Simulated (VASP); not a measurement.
# Zr2B3 (P1) in VASP: single point with PBE

Aim: the single point of Zr2B3 with PBE.

Program: VASP 6.6.1. These are calculated values, not measurements. Logs are shortened: lines on timing, memory, paths and dates and some standing lists are left out, and cuts for length are marked.

## Step 1: The cell of the first run

The typed cell holds 10 atoms: a = 4.743 Å, b = 3.414 Å, c = 10.407 Å, α = 90.01°, β = 96.32°, γ = 135.99°.

## Step 2: Single point, PBE

INCAR reads:

```
SYSTEM = Zr2B3
PREC     = Accurate       ! precision mode
ENCUT    = 520            ! plane-wave cutoff, eV
EDIFF    = 1E-6           ! SCF threshold, eV
ISMEAR   = 0              ! smearing method
SIGMA    = 0.2            ! smearing width, eV
LREAL    = .False.        ! projectors in reciprocal space
LASPH    = .True.         ! aspherical terms in the spheres
NELM     = 60             ! most SCF steps
ALGO     = Normal         ! electronic algorithm
ISIF     = 2              ! what is computed and relaxed
LWAVE    = .False.        ! write WAVECAR
LCHARG   = .False.        ! write CHGCAR
GGA      = PE             ! functional
NBANDS   = 44             ! bands
```

KPOINTS reads:

```
regular mesh
0
Gamma
  6 6 2
  0 0 0
```

POSCAR reads:

```
Zr2B3
1.0
    4.7371382592     -0.0348794784     -0.2401396001
   -2.4426695054      2.3846941361     -0.0312521077
   -0.6244381074     -0.5051340893     10.3760408626
Zr B
4 6
Direct
    0.5159185215      0.0492049473      0.2652887767
    0.7843969138      0.3176472430      0.8025186145
    0.1506900436      0.6839764464      0.5349833015
    0.3819966830      0.4155474693     -0.0026509437
    0.0609664584      1.0942494423      0.3545755465
    0.2416659000      1.2748408505      0.7171583216
   -0.0284777212      1.0047242445      0.1767403326
   -0.3040476573      0.7292545189      0.6245802030
    0.6060836163      0.6394251290      0.4456939293
    0.9241405752      0.4577963755      0.0811119180
```

Potentials or basis: VASP PAW PBE potentials, release 64 (Zr_sv, B).

Command:

```sh
> cat potpaw_PBE.64/Zr_sv/POTCAR potpaw_PBE.64/B/POTCAR > POTCAR
> mpirun -np 1 vasp_std > vasp.out
```

OUTCAR:

```text
SYSTEM = Zr2B3
   PREC = Accurate
   ENCUT = 520
   EDIFF = 1E-6
   ISMEAR = 0
   LREAL = .False.
   LASPH = .True.
   NELM = 60
   ISIF = 2
   GGA = PE

 ion  position               nearest neighbor table
   1  0.516  0.049  0.265-  10 2.51  10 2.51   9 2.52   9 2.52   7 2.54   7 2.54   7 2.54   7 2.54
                             5 2.54   5 2.54   5 2.54   5 2.55   3 3.22   3 3.22   4 3.24   4 3.24
   2  0.784  0.318  0.803-   8 2.50   8 2.50   6 2.53   6 2.53   6 2.53   6 2.53  10 2.86   4 3.10
                             4 3.10   4 3.10   4 3.11   3 3.20   3 3.21
   3  0.151  0.684  0.535-   5 2.52   5 2.52   6 2.53   6 2.53   9 2.54   9 2.54   8 2.54   9 2.54
                             8 2.54   9 2.54   8 2.54   8 2.55   2 3.20   2 3.21   1 3.22   1 3.22
   4  0.382  0.416  0.997-   7 2.47   7 2.47  10 2.52  10 2.52  10 2.52  10 2.53   6 2.88   2 3.10
                             2 3.10   2 3.10   2 3.11   1 3.24   1 3.24
   5  0.061  0.094  0.355-   7 1.83   9 1.89   9 1.90   3 2.52   3 2.52   1 2.54   1 2.54   1 2.54
                             1 2.55
   6  0.242  0.275  0.717-   8 1.90   8 1.90   2 2.53   2 2.53   2 2.53   2 2.53   3 2.53   3 2.53
                             4 2.88
   7  0.972  0.005  0.177-   5 1.83  10 1.97  10 1.97   4 2.47   4 2.47   1 2.54   1 2.54   1 2.54
                             1 2.54
   8  0.696  0.729  0.625-   9 1.84   6 1.90   6 1.90   2 2.50   2 2.50   3 2.54   3 2.54   3 2.54
                             3 2.55
   9  0.606  0.639  0.446-   8 1.84   5 1.89   5 1.90   1 2.52   1 2.52   3 2.54   3 2.54   3 2.54
                             3 2.54
  10  0.924  0.458  0.081-   7 1.97   7 1.97   1 2.51   1 2.51   4 2.52   4 2.52   4 2.52   4 2.53
                             2 2.86

  LATTYP: Found a triclinic cell.
 ALAT       =     3.2954315722
 B/A-ratio  =     3.1578643853
 C/A-ratio  =     1.0359343541
 COS(alpha) =     0.0001090577
 COS(beta)  =     0.0006614994
 COS(gamma) =     0.1581668362

  Lattice vectors:

 A1 = (  -2.2944687538,  -2.3498146577,   0.2713917078)
 A2 = (  -1.6700306464,  -1.8446805684, -10.1046491548)
 A3 = (   2.4426695054,  -2.3846941361,   0.0312521077)

Analysis of symmetry for initial positions (statically):
=====================================================================
 Subroutine PRICEL returns:
 Original cell was already a primitive cell.

 Routine SETGRP: Setting up the symmetry group for a
 triclinic supercell.

 Subroutine GETGRP returns: Found  1 space group operations
 (whereof  1 operations were pure point group operations)
 out of a pool of  2 trial point group operations.

The static configuration has the point symmetry C_1 .

Analysis of symmetry for dynamics (positions and initial velocities):
=====================================================================
 Subroutine PRICEL returns:
 Original cell was already a primitive cell.

 Routine SETGRP: Setting up the symmetry group for a
 triclinic supercell.

 Subroutine GETGRP returns: Found  1 space group operations
 (whereof  1 operations were pure point group operations)
 out of a pool of  2 trial point group operations.

The dynamic configuration has the point symmetry C_1 .

 Subroutine INISYM returns: Found  1 space group operations
 (whereof  1 operations are pure point group operations),
 and found     1 'primitive' translations

----------------------------------------------------------------------------------------

                                     Primitive cell

  volume of cell :     115.6009

  direct lattice vectors                    reciprocal lattice vectors
     4.737138259 -0.034879478 -0.240139600     0.213907543  0.219416640  0.023554923
    -2.442669505  2.384694136 -0.031252108     0.004180017  0.423896373  0.020887993
    -0.624438107 -0.505134089 10.376040863     0.004963194  0.006354859  0.096983934

  length of vectors
     4.743349291  3.413850777 10.407079676     0.307335213  0.424431285  0.097318554

  position of ions in fractional coordinates (direct lattice)
     0.515918521  0.049204947  0.265288777
     0.784396914  0.317647243  0.802518615
     0.150690044  0.683976446  0.534983301
     0.381996683  0.415547469  0.997349056
     0.060966458  0.094249442  0.354575547
     0.241665900  0.274840850  0.717158322
     0.971522279  0.004724244  0.176740333
     0.695952343  0.729254519  0.624580203
     0.606083616  0.639425129  0.445693929
     0.924140575  0.457796376  0.081111918

  ion indices of the primitive-cell ions
   primitive index   ion index
                 1           1
                 2           2
                 3           3
                 4           4
                 5           5
                 6           6
                 7           7
                 8           8
                 9           9
                10          10

----------------------------------------------------------------------------------------

 KPOINTS: regular mesh

Automatic generation of k-mesh.
 Grid dimensions read from file:
 generate k-points for:    6    6    2

 Generating k-lattice:

  Cartesian coordinates                     Fractional coordinates (reciprocal lattice)
     0.035651257  0.036569440  0.003925821     0.166666667  0.000000000  0.000000000
     0.000696670  0.070649395  0.003481332    -0.000000000  0.166666667  0.000000000
     0.002481597  0.003177430  0.048491967    -0.000000000  0.000000000  0.500000000

  Length of vectors
     0.051222536  0.070738547  0.048659277

  Shift w.r.t. Gamma in fractional coordinates (k-lattice)
     0.000000000  0.000000000  0.000000000

 Subroutine IBZKPT returns following result:
 ===========================================

 Found     40 irreducible k-points:

 Following reciprocal coordinates:
            Coordinates               Weight
  0.000000  0.000000  0.000000      1.000000
  0.166667  0.000000 -0.000000      2.000000
  0.333333  0.000000 -0.000000      2.000000
  0.500000  0.000000  0.000000      1.000000
 -0.000000  0.166667  0.000000      2.000000
  0.166667  0.166667 -0.000000      2.000000
[... 16 lines left out ...]
  0.333333  0.000000  0.500000      2.000000
  0.500000  0.000000  0.500000      1.000000
 [... further k-points ...]
   k-points           NKPTS =     40   k-points in BZ     NKDIM =     40   number of bands    NBANDS=     44
   number of dos      NEDOS =    301   number of ions     NIONS =     10
   total plane-waves  NPLWV =  80640
   dimension x,y,z NGX =    36 NGY =   28 NGZ =   80
   dimension x,y,z NGXF=    72 NGYF=   56 NGZF=  160
   ions per type =               4   6
   NGX,Y,Z   is equivalent  to a cutoff of  12.62, 13.64, 12.78 a.u.
   NGXF,Y,Z  is equivalent  to a cutoff of  25.23, 27.27, 25.56 a.u.
 SYSTEM =  Zr2B3
   PREC   = accura    normal or accurate (medium, high low for compatibility)
   ISTART =      0    job   : 0-new  1-cont  2-samecut
   ICHARG =      2    charge: 1-file 2-atom 10-const
   ISPIN  =      1    spin polarized calculation?
   LNONCOLLINEAR =      F non collinear calculations
   LSORBIT =      F    spin-orbit coupling
   LASPH  =      T    aspherical Exc in radial PAW
   ENCUT  =  520.0 eV  38.22 Ry    6.18 a.u.   8.82  6.35 19.35*2*pi/ulx,y,z
   NELM   =     60;   NELMIN=  2; NELMDL= -5     # of ELM steps
   EDIFF  = 0.1E-05   stopping-criterion for ELM
   LREAL  =      F    real-space projection
   EDIFFG = 0.1E-04   stopping-criterion for IOM
   NSW    =      0    number of steps for IOM
   IBRION =     -1    ionic relax: 0-MD 1-quasi-New 2-CG
   NFREE  =      0    steps in history (QN), initial steepest desc. (CG)
   ISIF   =      2    stress and relaxation
   ISYM   =      2    0-nonsym 1-usesym 2-fastsym
   POTIM  = 0.5000    time-step for ionic-motion
   TEBEG  =    0.0;   TEEND  =   0.0 temperature during run
   PSTRESS=    0.0 pullay stress
   NELECT =      66.0000    total number of electrons
   NUPDOWN=      -1.0000    fix difference up-down
   EMIN   =  10.00;   EMAX   =-10.00  energy-range for DOS
   EFERMI =   0.00;   METHOD = LEGACY
   ISMEAR =     0;   SIGMA  =   0.20  broadening in eV -4-tet -1-fermi 0-gaus
   EFERMI_NEDOS =   21; number of points for ismear=-14 and -15
   IALGO  =     38    algorithm
   IMIX   =      4    mixing-type and parameters
     AMIX     =   0.40;   BMIX     =  1.00
     AMIX_MAG =   1.60;   BMIX_MAG =  1.00
  volume/ion in A,a.u.               =      11.56        78.01
  Fermi-wavevector in a.u.,A,eV,Ry     =   1.358113  2.566461 25.095536  1.844470
  Thomas-Fermi vector in A             =   2.484974
   LORBIT       =      0    0 simple, 1 ext, 2 COOP (PROOUT), +10 PAW based schemes
   GGA     = PE    functional components
   LHFCALC =     F    Hartree Fock is set to
   AEXX    =    0.0000 exact exchange contribution
   IVDW    =     0    specifies the selected vdW correction
   LEPSILON=     F    determine dielectric tensor
   LRPA    =     F    only Hartree local field effects (RPA)
 non-spin polarized calculation
 Gauss-broadening in eV      SIGMA  =   0.20
  energy-cutoff  :      520.00
  volume of cell :      115.60
 maximum number of plane-waves:      3148
   NGX = 17   NGY = 13   NGZ = 39

 number of electron      66.0000000 magnetization

 Free energy of the ion-electron system (eV)
  ---------------------------------------------------
  ext. energy  EPLUGINS =         0.00000000
  ---------------------------------------------------
  free energy    TOTEN  =       -82.67500608 eV

  energy without entropy =      -82.59948191  energy(sigma->0) =      -82.63724399

 E-fermi :   9.6188     XC(G=0): -12.2041

 val. band max:        9.5518154220   @ k =   0.1667   0.5000   0.5000
 cond. band min:       9.6349128487   @ k =   0.5000   0.5000   0.5000
 fundamental gap:      0.0830974267
 Fermi energy:         9.6188229575

 k-point     1 :       0.0000    0.0000    0.0000
  band No.  band energies     occupation
      1     -38.5141      2.00000
      2     -38.4111      2.00000
      3     -38.3140      2.00000
      4     -38.1635      2.00000
      5     -16.9663      2.00000
      6     -16.6040      2.00000
[... 36 lines left out ...]
     43      13.8443      0.00000
     44      13.8900      0.00000

 k-point     2 :       0.1667    0.0000   -0.0000
  band No.  band energies     occupation
      1     -38.5024      2.00000
      2     -38.4029      2.00000
      3     -38.2972      2.00000
      4     -38.1627      2.00000
      5     -16.9159      2.00000
      6     -16.6753      2.00000
[... 36 lines left out ...]
     43      14.0466      0.00000
     44      14.1382      0.00000

 k-point     3 :       0.3333    0.0000   -0.0000
  band No.  band energies     occupation
      1     -38.4790      2.00000
      2     -38.3864      2.00000
      3     -38.2595      2.00000
      4     -38.1654      2.00000
      5     -16.8994      2.00000
      6     -16.8720      2.00000
[... 36 lines left out ...]
     43      13.3574      0.00000
     44      13.9238      0.00000

 k-point     4 :       0.5000    0.0000    0.0000
  band No.  band energies     occupation
      1     -38.4671      2.00000
      2     -38.3781      2.00000
      3     -38.2360      2.00000
      4     -38.1713      2.00000
      5     -16.9951      2.00000
      6     -16.9643      2.00000
[... 882 lines left out ...]
     43      13.6379      0.00000
     44      14.2035      0.00000

 k-point    23 :       0.3333    0.0000    0.5000
  band No.  band energies     occupation
      1     -38.4789      2.00000
      2     -38.3865      2.00000
      3     -38.2594      2.00000
      4     -38.1654      2.00000
      5     -16.8977      2.00000
      6     -16.8809      2.00000
[... 36 lines left out ...]
     43      13.9669      0.00000
     44      14.0745      0.00000

 k-point    24 :       0.5000    0.0000    0.5000
  band No.  band energies     occupation
      1     -38.4671      2.00000
      2     -38.3781      2.00000
      3     -38.2360      2.00000
      4     -38.1713      2.00000
      5     -16.9949      2.00000
      6     -16.9647      2.00000
[... 36 lines left out ...]
     43      14.3444      0.00000
     44      14.5334      0.00000

 [... further k-points ...]
[... 5 lines left out ...]
  --------------------------------------------------------------------------------------
  -------------------------------------------------------------------------------------
  Total        0.1635990     -0.0165601      0.0739335      0.0259644      0.0338769      0.0270783
  in kB        2.2674099     -0.2295154      1.0246862      0.3598556      0.4695191      0.3752934
  external PRESSURE =       1.0208602 kB  Pullay stress =       0.0000000 kB

 VOLUME and BASIS-vectors are now :
 -----------------------------------------------------------------------------
  energy-cutoff  :      520.00
  volume of cell :      115.60
      direct lattice vectors                 reciprocal lattice vectors
     4.737138259 -0.034879478 -0.240139600     0.213907543  0.219416640  0.023554923
    -2.442669505  2.384694136 -0.031252108     0.004180017  0.423896373  0.020887993
    -0.624438107 -0.505134089 10.376040863     0.004963194  0.006354859  0.096983934

 POSITION                                       TOTAL-FORCE (eV/Angst)
 -----------------------------------------------------------------------------------
      2.15813     -0.03466      2.62722        -0.000325      0.002031     -0.005669
      2.43877      0.32475      8.12867        -0.012213     -0.007423      0.006362
     -1.29095      1.35558      5.49345         0.001238      0.001095      0.003339
      0.17174      0.47383     10.24382         0.011839      0.005966     -0.002012
     -0.16282      0.04352      3.66150         0.000425      0.000278     -0.002222
      0.02564      0.28472      7.37464        -0.009031     -0.004056      0.006941
      4.48033     -0.11190      1.60042        -0.004102      0.000733      0.001612
      1.12548      1.39928      6.29075         0.004434      0.002968     -0.000870
      1.03089      1.27856      4.45901        -0.000896     -0.004086     -0.000426
      3.20889      1.01850      0.60539         0.008631      0.002494     -0.007055
 -----------------------------------------------------------------------------------
    total drift:                                0.000017      0.000024      0.000092

  FREE ENERGIE OF THE ION-ELECTRON SYSTEM (eV)
  ---------------------------------------------------
  free  energy   TOTEN  =       -82.6750060821 eV

  energy  without entropy=      -82.5994819077  energy(sigma->0) =      -82.63724399
```

Wall time 4.3 min (1 thread of AMD EPYC 7R43 (Zen 3), shared host); peak memory 0.31 GiB.

What came out:

| Property | Result |
| --- | --- |
| Free energy | -82.6750 eV |
| Pressure | 0.1 GPa |
| Largest force | 0.016 eV/Å |
| Band gap on the k mesh | zero (band 33 reaches 10.27 eV, above the bottom of band 34 at 9.42 eV) |

Forces on the atoms (eV/Å):
```
Zr   0.000  0.002 -0.006
Zr  -0.012 -0.007  0.006
Zr   0.001  0.001  0.003
Zr   0.012  0.006 -0.002
B    0.000  0.000 -0.002
B   -0.009 -0.004  0.007
B   -0.004  0.001  0.002
B    0.004  0.003 -0.001
B   -0.001 -0.004  0.000
B    0.009  0.002 -0.007
```

Stress tensor (GPa, compression positive):
```
 0.23  0.04  0.04
 0.04 -0.02  0.05
 0.04  0.05  0.10
```

Levels at points of the mesh, in eV from the Fermi level:
```tsv
k point	band 30	band 31	band 32	band 33	band 34	band 35	band 36	band 37
(0.00, 0.00, 0.00)	-1.69	-1.51	-1.40	-0.22	2.30	2.56	2.65	2.89
(0.50, 0.00, 0.00)	-1.28	-0.86	-0.64	-0.28	0.52	0.71	1.53	1.54
(0.00, 0.50, 0.00)	-2.28	-1.89	-1.78	0.10	0.31	4.61	4.74	4.78
(0.50, 0.50, 0.00)	-0.93	-0.69	-0.59	-0.54	0.24	1.77	1.87	2.37
(0.00, 0.00, 0.50)	-1.80	-1.51	-1.43	-0.16	2.35	2.53	2.68	2.77
(0.50, 0.00, 0.50)	-1.28	-0.86	-0.64	-0.28	0.52	0.71	1.53	1.54
(0.00, 0.50, 0.50)	-2.28	-1.88	-1.79	0.10	0.31	4.61	4.74	4.78
(0.50, 0.50, 0.50)	-0.90	-0.68	-0.25	0.02	0.97	0.98	1.20	1.34
```

Caveat: the k points lie up to 0.44 Å⁻¹ apart.
